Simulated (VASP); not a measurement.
# LuAl3N4 (P3m1) in VASP: single point with PBE

Aim: the single point of LuAl3N4 with PBE.

All numbers are computed with VASP 6.6.1; they aren't measurements. Logs are shortened: lines on timing, memory, paths and dates and some standing lists are left out, and cuts for length are marked.

## (1) The cell of the first run

It takes space group P3m1 (No. 156, trigonal). The conventional cell has a = 3.204 Å, b = 3.204 Å, c = 10.502 Å, α = 90.00°, β = 90.00°, γ = 120.00°. Within 2.8 Å of Lu (site symmetry 3m) lie 6 N at 2.11 to 2.65 Å. Al (site symmetry 3m) has 4 N at 1.87 to 1.98 Å within 2.5 Å. Within 2.5 Å of Al (site symmetry 3m) lie 4 N at 1.87 to 1.95 Å. Within 2.5 Å of Al (site symmetry 3m) lie 4 N at 1.88 to 1.95 Å. N (site symmetry 3m) has 4 Al at 1.87 to 1.95 Å within 2.5 Å. Within 2.5 Å of N (site symmetry 3m) lie 1 Al at 1.87 Å and 3 Lu at 2.11 Å. Within 2.5 Å of N (site symmetry 3m) lie 4 Al at 1.88 to 1.95 Å. N (site symmetry 3m) has 3 Al at 1.98 Å and 3 Lu at 2.65 Å within 2.7 Å.

## (2) Single point, PBE

Input file INCAR:

```
SYSTEM = LuAl3N4
PREC     = Accurate       ! precision mode
ENCUT    = 1330           ! plane-wave cutoff, eV
EDIFF    = 1E-6           ! SCF threshold, eV
ISMEAR   = 0              ! smearing method
SIGMA    = 0.1            ! smearing width, eV
LREAL    = .FALSE.        ! projectors in reciprocal space
LASPH    = .TRUE.         ! aspherical terms in the spheres
NELM     = 120            ! most SCF steps
ALGO     = Normal         ! electronic algorithm
ISIF     = 2              ! what is computed and relaxed
LWAVE    = .FALSE.        ! write WAVECAR
LCHARG   = .FALSE.        ! write CHGCAR
GGA      = PE             ! functional
NBANDS   = 37             ! bands
GGA_COMPAT= .FALSE.
```

Input file KPOINTS:

```
regular mesh
0
G
  6 6 2
  0 0 0
```

Input file POSCAR:

```
LuAl3N4
1.0
    3.2041210862      0.0000000000      0.0000000000
   -1.6020605431      2.7748502574      0.0000000000
    0.0000000000      0.0000000000     10.5018088898
Lu Al N
1 3 4
Direct
    1.0000000000      1.0000000000      0.9024435749
    0.3333333333      0.6666666667      0.6544826589
    0.3333333333      0.6666666667      0.1780167657
    0.6666666667      0.3333333333      0.4165746469
    0.3333333333      0.6666666667      0.4759933563
    0.3333333333      0.6666666667      0.9999624971
    0.6666666667      0.3333333333      0.2377942014
    0.6666666667      0.3333333333      0.7212322990
```

Potentials or basis: VASP PAW PBE potentials, release 64 (Lu, Al, N_h).

On the command line:

```
$ cat potpaw_PBE.64/Lu/POTCAR potpaw_PBE.64/Al/POTCAR potpaw_PBE.64/N_h/POTCAR > POTCAR
$ mpirun -np 1 vasp_std > vasp.out
```

OUTCAR:

```text
SYSTEM = LuAl3N4
   PREC = Accurate
   ENCUT = 1330
   EDIFF = 1E-6
   ISMEAR = 0
   LREAL = .FALSE.
   LASPH = .TRUE.
   NELM = 120
   ISIF = 2
   GGA = PE

 ion  position               nearest neighbor table
   1  0.000  0.000  0.902-   6 2.11   6 2.11   6 2.11   8 2.65   8 2.65   8 2.65   2 3.19   2 3.19
                             2 3.19   3 3.43   3 3.43   3 3.43
   2  0.333  0.667  0.654-   5 1.87   8 1.98   8 1.98   8 1.98   4 3.11   4 3.11   4 3.11   1 3.19
                             1 3.19   1 3.19
   3  0.333  0.667  0.178-   6 1.87   7 1.95   7 1.95   7 1.95   4 3.11   4 3.11   4 3.11   1 3.43
                             1 3.43   1 3.43
   4  0.667  0.333  0.417-   7 1.88   5 1.95   5 1.95   5 1.95   2 3.11   2 3.11   2 3.11   3 3.11
                             3 3.11   3 3.11
   5  0.333  0.667  0.476-   2 1.87   4 1.95   4 1.95   4 1.95
   6  0.333  0.667  1.000-   3 1.87   1 2.11   1 2.11   1 2.11
   7  0.667  0.333  0.238-   4 1.88   3 1.95   3 1.95   3 1.95
   8  0.667  0.333  0.721-   2 1.98   2 1.98   2 1.98   1 2.65   1 2.65   1 2.65

  LATTYP: Found a hexagonal cell.
 ALAT       =     3.2041210862
 C/A-ratio  =     3.2775942629

  Lattice vectors:

 A1 = (   3.2041210862,   0.0000000000,   0.0000000000)
 A2 = (  -1.6020605431,   2.7748502574,   0.0000000000)
 A3 = (   0.0000000000,   0.0000000000,  10.5018088898)

Analysis of symmetry for initial positions (statically):
=====================================================================
 Subroutine PRICEL returns:
 Original cell was already a primitive cell.

 Routine SETGRP: Setting up the symmetry group for a
 hexagonal supercell.

 Subroutine GETGRP returns: Found  6 space group operations
 (whereof  6 operations were pure point group operations)
 out of a pool of 24 trial point group operations.

The static configuration has the point symmetry C_3v.

Analysis of symmetry for dynamics (positions and initial velocities):
=====================================================================
 Subroutine PRICEL returns:
 Original cell was already a primitive cell.

 Routine SETGRP: Setting up the symmetry group for a
 hexagonal supercell.

 Subroutine GETGRP returns: Found  6 space group operations
 (whereof  6 operations were pure point group operations)
 out of a pool of 24 trial point group operations.

The dynamic configuration has the point symmetry C_3v.

 Subroutine INISYM returns: Found  6 space group operations
 (whereof  6 operations are pure point group operations),
 and found     1 'primitive' translations

----------------------------------------------------------------------------------------

                                     Primitive cell

  volume of cell :      93.3711

  direct lattice vectors                    reciprocal lattice vectors
     3.204121086  0.000000000  0.000000000     0.312098068  0.180189903  0.000000000
    -1.602060543  2.774850257  0.000000000     0.000000000  0.360379807  0.000000000
     0.000000000  0.000000000 10.501808890     0.000000000  0.000000000  0.095221691

  length of vectors
     3.204121086  3.204121086 10.501808890     0.360379807  0.360379807  0.095221691

  position of ions in fractional coordinates (direct lattice)
     0.000000000  0.000000000  0.902443575
     0.333333333  0.666666667  0.654482659
     0.333333333  0.666666667  0.178016766
     0.666666667  0.333333333  0.416574647
     0.333333333  0.666666667  0.475993356
     0.333333333  0.666666667  0.999962497
     0.666666667  0.333333333  0.237794201
     0.666666667  0.333333333  0.721232299

  ion indices of the primitive-cell ions
   primitive index   ion index
                 1           1
                 2           2
                 3           3
                 4           4
                 5           5
                 6           6
                 7           7
                 8           8

----------------------------------------------------------------------------------------

 KPOINTS: regular mesh

Automatic generation of k-mesh.
 Grid dimensions read from file:
 generate k-points for:    6    6    2

 Generating k-lattice:

  Cartesian coordinates                     Fractional coordinates (reciprocal lattice)
     0.052016345  0.030031651  0.000000000     0.166666667  0.000000000  0.000000000
     0.000000000  0.060063301  0.000000000     0.000000000  0.166666667  0.000000000
     0.000000000  0.000000000  0.047610845     0.000000000  0.000000000  0.500000000

  Length of vectors
     0.060063301  0.060063301  0.047610845

  Shift w.r.t. Gamma in fractional coordinates (k-lattice)
     0.000000000  0.000000000  0.000000000

 Subroutine IBZKPT returns following result:
 ===========================================

 Found     14 irreducible k-points:

 Following reciprocal coordinates:
            Coordinates               Weight
  0.000000  0.000000  0.000000      1.000000
  0.166667  0.000000  0.000000      6.000000
  0.333333  0.000000  0.000000      6.000000
  0.500000  0.000000  0.000000      3.000000
  0.166667  0.166667  0.000000      6.000000
  0.333333  0.166667  0.000000     12.000000
  0.333333  0.333333  0.000000      2.000000
  0.000000  0.000000  0.500000      1.000000
  0.166667  0.000000  0.500000      6.000000
  0.333333  0.000000  0.500000      6.000000
  0.500000  0.000000  0.500000      3.000000
  0.166667  0.166667  0.500000      6.000000
  0.333333  0.166667  0.500000     12.000000
  0.333333  0.333333  0.500000      2.000000
   k-points           NKPTS =     14   k-points in BZ     NKDIM =     14   number of bands    NBANDS=     37
   number of dos      NEDOS =    301   number of ions     NIONS =      8
   total plane-waves  NPLWV = 201600
   dimension x,y,z NGX =    40 NGY =   40 NGZ =  126
   dimension x,y,z NGXF=    80 NGYF=   80 NGZF=  252
   ions per type =               1   3   4
   NGX,Y,Z   is equivalent  to a cutoff of  20.75, 20.75, 19.95 a.u.
   NGXF,Y,Z  is equivalent  to a cutoff of  41.51, 41.51, 39.89 a.u.
 SYSTEM =  LuAl3N4
   PREC   = accura    normal or accurate (medium, high low for compatibility)
   ISTART =      0    job   : 0-new  1-cont  2-samecut
   ICHARG =      2    charge: 1-file 2-atom 10-const
   ISPIN  =      1    spin polarized calculation?
   LNONCOLLINEAR =      F non collinear calculations
   LSORBIT =      F    spin-orbit coupling
   LASPH  =      T    aspherical Exc in radial PAW
   ENCUT  = 1330.0 eV  97.75 Ry    9.89 a.u.   9.53  9.53 31.23*2*pi/ulx,y,z
   NELM   =    120;   NELMIN=  2; NELMDL= -5     # of ELM steps
   EDIFF  = 0.1E-05   stopping-criterion for ELM
   LREAL  =      F    real-space projection
   EDIFFG = 0.1E-04   stopping-criterion for IOM
   NSW    =      0    number of steps for IOM
   IBRION =     -1    ionic relax: 0-MD 1-quasi-New 2-CG
   NFREE  =      0    steps in history (QN), initial steepest desc. (CG)
   ISIF   =      2    stress and relaxation
   ISYM   =      2    0-nonsym 1-usesym 2-fastsym
   POTIM  = 0.5000    time-step for ionic-motion
   TEBEG  =    0.0;   TEEND  =   0.0 temperature during run
   PSTRESS=    0.0 pullay stress
   NELECT =      54.0000    total number of electrons
   NUPDOWN=      -1.0000    fix difference up-down
   EMIN   =  10.00;   EMAX   =-10.00  energy-range for DOS
   EFERMI =   0.00;   METHOD = LEGACY
   ISMEAR =     0;   SIGMA  =   0.10  broadening in eV -4-tet -1-fermi 0-gaus
   EFERMI_NEDOS =   21; number of points for ismear=-14 and -15
   IALGO  =     38    algorithm
   IMIX   =      4    mixing-type and parameters
     AMIX     =   0.40;   BMIX     =  1.00
     AMIX_MAG =   1.60;   BMIX_MAG =  1.00
  volume/ion in A,a.u.               =      11.67        78.76
  Fermi-wavevector in a.u.,A,eV,Ry     =   1.363961  2.577512 25.312130  1.860389
  Thomas-Fermi vector in A             =   2.490318
   LORBIT       =      0    0 simple, 1 ext, 2 COOP (PROOUT), +10 PAW based schemes
   GGA     = PE    functional components
   LHFCALC =     F    Hartree Fock is set to
   AEXX    =    0.0000 exact exchange contribution
   IVDW    =     0    specifies the selected vdW correction
   LEPSILON=     F    determine dielectric tensor
   LRPA    =     F    only Hartree local field effects (RPA)
 non-spin polarized calculation
 Gauss-broadening in eV      SIGMA  =   0.10
  energy-cutoff  :     1330.00
  volume of cell :       93.37
 maximum number of plane-waves:     10382
 NGX is ok and might be reduce to    40
   NGX = 19   NGY = 19   NGZ = 63

 number of electron      54.0000001 magnetization

 Free energy of the ion-electron system (eV)
  ---------------------------------------------------
  ext. energy  EPLUGINS =         0.00000000
  ---------------------------------------------------
  free energy    TOTEN  =       -59.75151836 eV

  energy without entropy =      -59.75151836  energy(sigma->0) =      -59.75151836

 E-fermi :   5.8947     XC(G=0): -11.1706

 val. band max:        5.2983570789   @ k =   0.5000   0.0000   0.5000
 cond. band min:       8.1594270178   @ k =   0.5000   0.0000   0.5000
 fundamental gap:      2.8610699389
 Fermi energy:         5.8946574596

 k-point     1 :       0.0000    0.0000    0.0000
  band No.  band energies     occupation
      1     -48.2021      2.00000
      2     -19.2386      2.00000
      3     -18.6249      2.00000
      4     -18.6249      2.00000
      5      -9.8405      2.00000
      6      -8.9510      2.00000
[... 29 lines left out ...]
     36      14.4594      0.00000
     37      14.4594      0.00000

 k-point     2 :       0.1667    0.0000    0.0000
  band No.  band energies     occupation
      1     -48.1867      2.00000
      2     -19.1897      2.00000
      3     -18.8963      2.00000
      4     -18.6804      2.00000
      5      -9.5280      2.00000
      6      -8.6961      2.00000
[... 29 lines left out ...]
     36      14.2259      0.00000
     37      14.8652      0.00000
[... 438 lines left out ...]
     36      14.3303      0.00000
     37      14.7951      0.00000

 k-point    14 :       0.3333    0.3333    0.5000
  band No.  band energies     occupation
      1     -48.1322      2.00000
      2     -19.4417      2.00000
      3     -19.2470      2.00000
      4     -18.9671      2.00000
      5      -7.8825      2.00000
      6      -7.8244      2.00000
[... 29 lines left out ...]
     36      14.8529      0.00000
     37      15.2576      0.00000

------------------------ aborting loop because EDIFF is reached ----------------------------------------

  FORCE on cell =-STRESS in cart. coord.  units (eV):
  Direction    XX          YY          ZZ          XY          YZ          ZX
  --------------------------------------------------------------------------------------
  -------------------------------------------------------------------------------------
  Total        0.1061312      0.1061312      0.0732856     -0.0000000     -0.0000000     -0.0000000
  in kB        1.8211311      1.8211311      1.2575249     -0.0000000     -0.0000000     -0.0000000
  external PRESSURE =       1.6332624 kB  Pullay stress =       0.0000000 kB

 VOLUME and BASIS-vectors are now :
 -----------------------------------------------------------------------------
  energy-cutoff  :     1330.00
  volume of cell :       93.37
      direct lattice vectors                 reciprocal lattice vectors
     3.204121086  0.000000000  0.000000000     0.312098068  0.180189903  0.000000000
    -1.602060543  2.774850257  0.000000000     0.000000000  0.360379807  0.000000000
     0.000000000  0.000000000 10.501808890     0.000000000  0.000000000  0.095221691

 POSITION                                       TOTAL-FORCE (eV/Angst)
 -----------------------------------------------------------------------------------
      0.00000      0.00000      9.47729         0.000000     -0.000000     -0.101252
     -0.00000      1.84990      6.87325         0.000000     -0.000000     -0.000430
     -0.00000      1.84990      1.86950         0.000000     -0.000000      0.000575
      1.60206      0.92495      4.37479         0.000000     -0.000000      0.001517
     -0.00000      1.84990      4.99879         0.000000     -0.000000     -0.000346
     -0.00000      1.84990     10.50142        -0.000000     -0.000000      0.132642
      1.60206      0.92495      2.49727        -0.000000     -0.000000     -0.000676
      1.60206      0.92495      7.57424        -0.000000      0.000000     -0.032029
 -----------------------------------------------------------------------------------
    total drift:                               -0.000000      0.000000      0.001533

  FREE ENERGIE OF THE ION-ELECTRON SYSTEM (eV)
  ---------------------------------------------------
  free  energy   TOTEN  =       -59.7515183583 eV

  energy  without entropy=      -59.7515183583  energy(sigma->0) =      -59.75151836
```

Run time: 4.3 min. Hardware: 1 thread of Intel Xeon Platinum 8259CL at 2.50GHz (Skylake/Cascade Lake), shared host; peak memory 0.59 GiB.

Results:

* Free energy: -59.7515 eV
* Pressure: 0.2 GPa
* Largest force: 0.133 eV/Å
* Band gap on the k mesh: 2.86 eV

Forces in eV/Å, atoms in the order of the input:
```
Lu   0.000  0.000 -0.101
Al   0.000  0.000  0.000
Al   0.000  0.000  0.001
Al   0.000  0.000  0.002
N    0.000  0.000  0.000
N    0.000  0.000  0.133
N    0.000  0.000 -0.001
N    0.000  0.000 -0.032
```

Caveat: spin-orbit coupling is left out, which moves the levels of the heavy elements. A k mesh can miss the band edges.
